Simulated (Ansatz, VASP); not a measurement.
## Ta4O in VASP and in Ansatz

```
Ta O
1.0
     3.25750    0.00000    0.00000
     0.00000    3.25750    0.00000
     0.00000    0.00000    7.40934
Ta O
4 1
Direct
  0.00000 0.00000 0.50000
  0.50000 0.50000 0.78316
  0.50000 0.50000 0.21684
  0.00000 0.00000 0.00000
  0.50000 0.50000 0.50000
```

Alike in both runs: task single point; functional PBEsol; k mesh 6 × 6 × 4; occupations gaussian, width 0.1 eV; no spin polarisation.

|  | VASP | Ansatz |
| --- | --- | --- |
| version | VASP 6.6.1 | Ansatz 0.2.0 |
| potentials or method | VASP PAW PBE potentials, release 64 (Ta_pv, O), cutoff 520 eV | scalar-relativistic, plane waves, PAW |
| valence electrons in the cell | 50 | 58 |

Ansatz gave:

```
gap on the k mesh at the Fermi level (eV)                     : none
pressure (GPa)                                                : -8.0
traceless stress, the component that is largest in VASP (GPa) : -0.25
rms of the force components (eV/Å)                            : 0.066
```

**Question.** Which values does VASP return?

**Answer.** gap on the k mesh at the Fermi level (eV): none; pressure (GPa): -7.8; traceless stress, the component that is largest in VASP (GPa): -0.14; rms of the force components (eV/Å): 0.054.

VASP's potentials were made for PBE, not for PBEsol. Atom by atom the forces differ by 0.013 eV/Å (rms over components). A gap of «none» marks a metal or a gap that the smearing closes. VASP's potentials hold 50 valence electrons a cell and Ansatz's 58, so a difference there can come from the potentials and not from the codes.

Spin-orbit coupling is off throughout.
